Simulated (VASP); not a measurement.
# Pb (Im-3m) in VASP: further runs, part 2 of 2

VASP 6.6.1. Earlier steps stand in the parts before.

**3. Single point, LDA**

This run uses another cell than the first one, of 28.82 Å³/atom, 1.111 times its volume.

The input, INCAR:

```
PREC     = Accurate       # precision mode
ENCUT    = 520            # plane-wave cutoff, eV
EDIFF    = 1E-6           # SCF threshold, eV
ISMEAR   = -1             # smearing method
SIGMA    = 0.05           # smearing width, eV
LREAL    = F              # projectors in reciprocal space
LASPH    = T              # aspherical terms in the spheres
NELM     = 60             # most SCF steps
ALGO     = Normal         # electronic algorithm
ISIF     = 2              # what is computed and relaxed
LWAVE    = F              # write WAVECAR
LCHARG   = T              # write CHGCAR
LELF     = T              # ELF
LVHAR    = T            
NBANDS   = 13             # bands
```

The input, KPOINTS:

```
Automatic mesh
0
Gamma
  14 14 14
```

The input, POSCAR:

```
Pb
1.0
   -1.9313981760      1.9313981760      1.9313981760
    1.9313981760     -1.9313981760      1.9313981760
    1.9313981760      1.9313981760     -1.9313981760
Pb
1
Direct
    0.0000000000      0.0000000000      0.0000000000
```

Potentials or basis: VASP PAW LDA potentials, release 64 (Pb_d).

Run with:

```
$ cat potpaw_LDA.64/Pb_d/POTCAR > POTCAR
$ mpirun -np 1 vasp_std > vasp.out
```

OUTCAR:

```text
PREC = Accurate
   ENCUT = 520
   EDIFF = 1E-6
   ISMEAR = -1
   LREAL = F
   LASPH = T
   NELM = 60
   ISIF = 2

 ion  position               nearest neighbor table
   1  0.000  0.000  0.000-

  LATTYP: Found a body centered cubic cell.
 ALAT       =     3.8627963520

  Lattice vectors:

 A1 = (  -1.9313981760,   1.9313981760,   1.9313981760)
 A2 = (   1.9313981760,  -1.9313981760,   1.9313981760)
 A3 = (   1.9313981760,   1.9313981760,  -1.9313981760)
[... 561 lines left out ...]
     12      20.1567      0.00000
     13      24.0568      0.00000

 [... further k-points ...]

------------------------ aborting loop because EDIFF is reached ----------------------------------------

  FORCE on cell =-STRESS in cart. coord.  units (eV):
  Direction    XX          YY          ZZ          XY          YZ          ZX
  --------------------------------------------------------------------------------------
  -------------------------------------------------------------------------------------
  Total        0.0121445      0.0121445      0.0121445     -0.0000000      0.0000000     -0.0000000
  in kB        0.6751707      0.6751707      0.6751707     -0.0000000      0.0000000     -0.0000000
  external PRESSURE =       0.6751707 kB  Pullay stress =       0.0000000 kB

 VOLUME and BASIS-vectors are now :
 -----------------------------------------------------------------------------
  energy-cutoff  :      520.00
  volume of cell :       28.82
      direct lattice vectors                 reciprocal lattice vectors
    -1.931398176  1.931398176  1.931398176     0.000000000  0.258879814  0.258879814
     1.931398176 -1.931398176  1.931398176     0.258879814  0.000000000  0.258879814
     1.931398176  1.931398176 -1.931398176     0.258879814  0.258879814  0.000000000

 POSITION                                       TOTAL-FORCE (eV/Angst)
 -----------------------------------------------------------------------------------
      0.00000      0.00000      0.00000         0.000000      0.000000      0.000000
 -----------------------------------------------------------------------------------
    total drift:                                0.000000     -0.000000     -0.000000

  FREE ENERGIE OF THE ION-ELECTRON SYSTEM (eV)
  ---------------------------------------------------
  free  energy   TOTEN  =        -4.2160223672 eV

  energy  without entropy=       -4.2109308328  energy(sigma->0) =       -4.21347660
```

OSZICAR:

```text
N       E                     dE             d eps       ncg     rms          rms(c)
DAV:   1     0.106102754536E+03    0.10610E+03   -0.71782E+03  2730   0.129E+03
DAV:   2     0.953094291905E+00   -0.10515E+03   -0.10197E+03  2889   0.310E+02
DAV:   3    -0.411446388847E+01   -0.50676E+01   -0.50428E+01  3335   0.736E+01
DAV:   4    -0.422885312515E+01   -0.11439E+00   -0.11436E+00  3275   0.115E+01
DAV:   5    -0.423412717814E+01   -0.52741E-02   -0.52739E-02  3630   0.238E+00    0.617E-01
DAV:   6    -0.422010294804E+01    0.14024E-01   -0.17181E-02  3428   0.237E+00    0.292E-01
DAV:   7    -0.421632753316E+01    0.37754E-02   -0.67653E-03  3418   0.137E+00    0.866E-02
DAV:   8    -0.421602321519E+01    0.30432E-03   -0.38096E-04  4007   0.333E-01    0.854E-03
DAV:   9    -0.421602236718E+01    0.84801E-06   -0.79731E-06  3560   0.481E-02
   1 F= -.42160224E+01 E0= -.42134766E+01  d E =-.509153E-02
```

stdout:

```text
POSCAR found type information on POSCAR Pb
 POSCAR found :  1 types and       1 ions
 scaLAPACK will be used
 LDA part: xc-table for (Slater(with rela. corr.)+CA(PZ))
 , standard interpolation
 POSCAR, INCAR and KPOINTS ok, starting setup
 FFT: planning ... GRIDC
 FFT: planning ... GRID_SOFT
 FFT: planning ... GRID
 WAVECAR not read
 entering main loop
```

Wall time 19 s (1 thread of Intel Xeon Platinum 8488C (Sapphire Rapids), shared host); peak memory 0.16 GiB.

Results:

```yaml
Free_energy: -4.2160 eV
Pressure: 0.1 GPa
Band_gap_on_the_k_mesh: zero (band 7 reaches 15.62 eV, above the bottom of band 8 at 5.43 eV)
```

Caveat: spin-orbit coupling is left out, which moves the levels of the heavy elements.

**4. Single point, LDA**

This run uses another cell than the first one, of 28.82 Å³/atom, 1.111 times its volume.

The input, INCAR:

```
SYSTEM = Pb
  PREC = Accurate
  ENCUT = 520
  EDIFF = 1E-6
  ISMEAR = -1
  SIGMA = 0.05
  LREAL = .FALSE.
  LASPH = .TRUE.
  NELM = 100
  ALGO = Normal
  ISIF = 2
  LWAVE = .FALSE.
  LCHARG = .FALSE.
  NBANDS = 13
```

The input, KPOINTS:

```
regular mesh
0
G
  14 14 14
  0 0 0
```

POSCAR is that of step 3.

Run with:

```
$ cat potpaw_LDA.64/Pb_d/POTCAR > POTCAR
$ mpirun -np 1 vasp_std > vasp.out
```

Wall time 19 s (1 thread of Intel Xeon Platinum 8488C (Sapphire Rapids), shared host); peak memory 0.16 GiB.

Results (log left out):

* Free energy: -4.2160 eV
* Pressure: 0.1 GPa
* Band gap on the k mesh: zero (band 7 reaches 15.62 eV, above the bottom of band 8 at 5.43 eV)

Levels at points of the mesh, in eV from the Fermi level:
```tsv
k point	band 5	band 6	band 7	band 8	band 9	band 10
(0.00, 0.00, 0.00)	-16.79	-12.08	8.07	8.07	8.07	11.28
(0.50, 0.00, 0.00)	-16.62	-7.89	-4.25	3.62	5.34	8.01
(0.50, 0.50, 0.50)	-16.66	-4.90	-0.41	-0.41	-0.41	4.78
```

Caveat: spin-orbit coupling is left out, which moves the levels of the heavy elements.

**5. Single point, LDA (volume scaled by 0.4)**

INCAR, as its differences from that of step 4:

```diff
@@ -8,3 +8,3 @@
   LASPH = .TRUE.
-  NELM = 100
+  NELM = 80
   ALGO = Normal
```

The input, KPOINTS:

```
Automatic mesh
0
G
  14 14 14
  0 0 0
```

The input, POSCAR:

```
Pb
1.0
   -1.4230663433      1.4230663433      1.4230663433
    1.4230663433     -1.4230663433      1.4230663433
    1.4230663433      1.4230663433     -1.4230663433
Pb
1
Direct
    0.0000000000      0.0000000000      0.0000000000
```

Potentials or basis: VASP PAW LDA potentials, release 64 (Pb_d).

Run with:

```
$ cat potpaw_LDA.64/Pb_d/POTCAR > POTCAR
$ mpirun -np 1 vasp_std > vasp.out
```

OUTCAR:

```text
SYSTEM = Pb
   PREC = Accurate
   ENCUT = 520
   EDIFF = 1E-6
   ISMEAR = -1
   LREAL = .FALSE.
   LASPH = .TRUE.
   NELM = 80
   ISIF = 2

 ion  position               nearest neighbor table
   1  0.000  0.000  0.000-

  LATTYP: Found a body centered cubic cell.
 ALAT       =     2.8461326866

  Lattice vectors:

 A1 = (  -1.4230663433,   1.4230663433,   1.4230663433)
 A2 = (   1.4230663433,  -1.4230663433,   1.4230663433)
 A3 = (   1.4230663433,   1.4230663433,  -1.4230663433)
[... 560 lines left out ...]
     12      48.9756      0.00000
     13      52.6857      0.00000

 [... further k-points ...]

------------------------ aborting loop because EDIFF is reached ----------------------------------------

  FORCE on cell =-STRESS in cart. coord.  units (eV):
  Direction    XX          YY          ZZ          XY          YZ          ZX
  --------------------------------------------------------------------------------------
  -------------------------------------------------------------------------------------
  Total       34.0871454     34.0871454     34.0871454      0.0000000      0.0000000     -0.0000000
  in kB     4737.6806344   4737.6806344   4737.6806344      0.0000000      0.0000000     -0.0000000
  external PRESSURE =    4737.6806344 kB  Pullay stress =       0.0000000 kB

 VOLUME and BASIS-vectors are now :
 -----------------------------------------------------------------------------
  energy-cutoff  :      520.00
  volume of cell :       11.53
      direct lattice vectors                 reciprocal lattice vectors
    -1.423066343  1.423066343  1.423066343     0.000000000  0.351353963  0.351353963
     1.423066343 -1.423066343  1.423066343     0.351353963  0.000000000  0.351353963
     1.423066343  1.423066343 -1.423066343     0.351353963  0.351353963  0.000000000

 POSITION                                       TOTAL-FORCE (eV/Angst)
 -----------------------------------------------------------------------------------
      0.00000      0.00000      0.00000        -0.000000     -0.000000     -0.000000
 -----------------------------------------------------------------------------------
    total drift:                                0.000000     -0.000000      0.000000

  FREE ENERGIE OF THE ION-ELECTRON SYSTEM (eV)
  ---------------------------------------------------
  free  energy   TOTEN  =         6.1626341282 eV

  energy  without entropy=        6.1666068707  energy(sigma->0) =        6.16462050
```

OSZICAR:

```text
N       E                     dE             d eps       ncg     rms          rms(c)
DAV:   1     0.106384629088E+03    0.10638E+03   -0.71477E+03  2974   0.170E+03
DAV:   2     0.936637812199E+01   -0.97018E+02   -0.92779E+02  2994   0.353E+02
DAV:   3     0.575735525922E+01   -0.36090E+01   -0.35897E+01  3214   0.699E+01
DAV:   4     0.570727999634E+01   -0.50075E-01   -0.50057E-01  3258   0.750E+00
DAV:   5     0.570604012908E+01   -0.12399E-02   -0.12398E-02  3551   0.116E+00    0.351E+00
DAV:   6     0.600212897983E+01    0.29609E+00   -0.56035E-02  4046   0.592E+00    0.189E+00
DAV:   7     0.615868833494E+01    0.15656E+00   -0.61522E-02  3963   0.513E+00    0.146E-01
DAV:   8     0.616263679461E+01    0.39485E-02   -0.30492E-03  3557   0.964E-01    0.362E-02
DAV:   9     0.616262538358E+01   -0.11411E-04   -0.59844E-05  3289   0.949E-02    0.155E-02
DAV:  10     0.616263411827E+01    0.87347E-05   -0.47288E-06  3628   0.351E-02    0.124E-03
DAV:  11     0.616263412820E+01    0.99269E-08   -0.10211E-07  1962   0.432E-03
   1 F= 0.61626341E+01 E0= 0.61646205E+01  d E =-.397274E-02
```

Wall time 14 s (1 thread of AMD EPYC 7R43 (Zen 3), shared host); peak memory 0.09 GiB.

What came out:

| Item | Value |
| --- | --- |
| Free energy | 6.1626 eV |
| Pressure | 473.8 GPa |
| Band gap on the k mesh | zero (band 7 reaches 34.67 eV, above the bottom of band 8 at 21.04 eV) |

Levels at points of the mesh, in eV from the Fermi level:
| k point | band 3 | band 4 | band 5 | band 6 | band 7 | band 8 | band 9 | band 10 | band 11 | band 12 |
| --- | --- | --- | --- | --- | --- | --- | --- | --- | --- | --- |
| (0.00, 0.00, 0.00) | -22.44 | -22.44 | -20.08 | -20.08 | 8.12 | 8.12 | 8.12 | 19.95 | 19.95 | 19.99 |
| (0.50, 0.00, 0.00) | -20.23 | -19.92 | -18.30 | -12.45 | -8.33 | 3.55 | 5.96 | 15.80 | 16.01 | 16.08 |
| (0.50, 0.50, 0.50) | -18.75 | -18.75 | -18.75 | -3.66 | -3.66 | -3.66 | 1.74 | 7.54 | 7.54 | 17.22 |

Caveat: the cell differs from its parent crystal (volume scaled by 0.4); spin-orbit coupling is left out, which moves the levels of the heavy elements.

**6. Summary**

| cell | gap on the mesh (eV) | pressure (GPa) |
| --- | --- | --- |
| a = 3.230 Å, angles 109.5°, 1 atom | none | 7.1 |
| a = 3.345 Å, angles 109.5°, 1 atom | none | 0.1 |
| a = 2.465 Å, angles 109.5°, 1 atom | none | 473.8 |

Alike in all rows: task single point; level LDA; potentials or basis VASP PAW LDA potentials, release 64 (Pb_d); no spin polarisation; k mesh 14 × 14 × 14; cutoff (eV) 520; smearing fermi-dirac 0.05 eV.

Caveats: spin-orbit coupling is left out, which moves the levels of the heavy elements.

Total energies depend on the potentials used, so only differences within one code and one set of settings carry meaning.
